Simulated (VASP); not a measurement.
A run of VASP 6.6.1 is set up as follows.

File INCAR:

```
PREC = Accurate
ENCUT = 520
EDIFF = 1E-6
ISMEAR = 0
SIGMA = 0.1
LREAL = F
LASPH = T
NELM = 60
ALGO = Normal
ISIF = 2
LWAVE = F
LCHARG = F
LDIPOL = T
IDIPOL = 3
DIPOL = 0.5 0.5 0.420
GGA = PE
IVDW = 12
NBANDS = 102
```

Contents of KPOINTS:

```
regular mesh
0
Gamma
  4 4 1
```

Contents of POSCAR:

```
Rh
1.0
    5.3647950069      0.0000000000      0.0000000000
   -2.6823975034      4.6460487620      0.0000000000
    0.0000000000      0.0000000000     24.1850367805
Rh
12
Direct
    0.3333333333      0.1666666667      0.3307830405
    0.3333333333      0.6666666667      0.3307830405
    0.8333333333      0.1666666667      0.3307830405
    0.8333333333      0.6666666667      0.3307830405
    0.6664575749      0.3331031361      0.4197174735
    0.6666898251      0.8332340122      0.4198251129
    0.1668277991      0.3331343534      0.4197327780
    0.1668115072      0.8334349646      0.4197373187
    0.0002301454      0.4998361406      0.5090833915
   -0.0001894560     -0.0004150885      0.5086546759
    0.5003155659      0.5001634337      0.5086656052
    0.5002766573     -0.0003891562      0.5086515841
```

Potentials or basis: VASP PAW PBE potentials, release 64 (Rh_pv).

Command:

```bash
$ cat potpaw_PBE.64/Rh_pv/POTCAR > POTCAR
$ mpirun -np 1 vasp_std > vasp.out
```

**Question.** What does it give for the largest force?

**Answer.** 0.084 eV/Å.

**Question.** What does it give for the dispersion energy per atom?

**Answer.** -0.433 eV.

Forces on the atoms (eV/Å):
```
Rh   0.000 -0.001 -0.010
Rh  -0.001 -0.002  0.001
Rh   0.001  0.000  0.001
Rh   0.002 -0.001  0.001
Rh   0.032  0.019  0.023
Rh   0.003  0.000 -0.031
Rh  -0.030  0.015  0.019
Rh  -0.001 -0.034  0.016
Rh  -0.006 -0.002 -0.083
Rh   0.017  0.015  0.022
Rh   0.000 -0.024  0.019
Rh  -0.020  0.015  0.022
```
